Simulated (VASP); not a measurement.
Pt, 4 atoms in the cell. Symmetry: P6_3/mmc, No. 194, hexagonal system. Conventional cell: a = 2.842 Å, b = 2.842 Å, c = 9.560 Å, α = 90.00°, β = 90.00°, γ = 120.00°. Pt (site symmetry -3m) has 12 Pt at 2.84 to 2.90 Å within 3.7 Å. Within 3.7 Å of Pt (site symmetry -6m2) lie 12 Pt at 2.84 to 2.90 Å. This isn't the form of Pt at room conditions, which is fcc.

```yaml
Program: VASP 6.6.1
Task: single point
Functional: BLYP
Potentials_or_basis: VASP PAW PBE potentials, release 64 (Pt_sv_GW)
Cutoff: 570 eV
k_mesh: 14 × 14 × 4
Occupations: fermi-dirac, width 0.1 eV
Spin: no spin polarisation
Dipole_correction: no
Further_INCAR_settings: ALGO = Normal; EDIFF = 1e-06; NBANDS = 44
```

Potentials or basis: VASP PAW PBE potentials, release 64 (Pt_sv_GW).

Run with:

```bash
$ cat potpaw_PBE.64/Pt_sv_GW/POTCAR > POTCAR
$ mpirun -np 1 vasp_std > vasp.out
```

Hardware: 1 thread of AMD EPYC 9R45 96-Core Processor (Zen 5), on a shared host.

Problem. How long does it take, and how much memory?

Solution. It took 2.3 min on 1 thread of AMD EPYC 9R45 96-Core Processor (Zen 5), on a shared host, peak memory 0.29 GiB. Counts: scf iterations 15, k points 72.
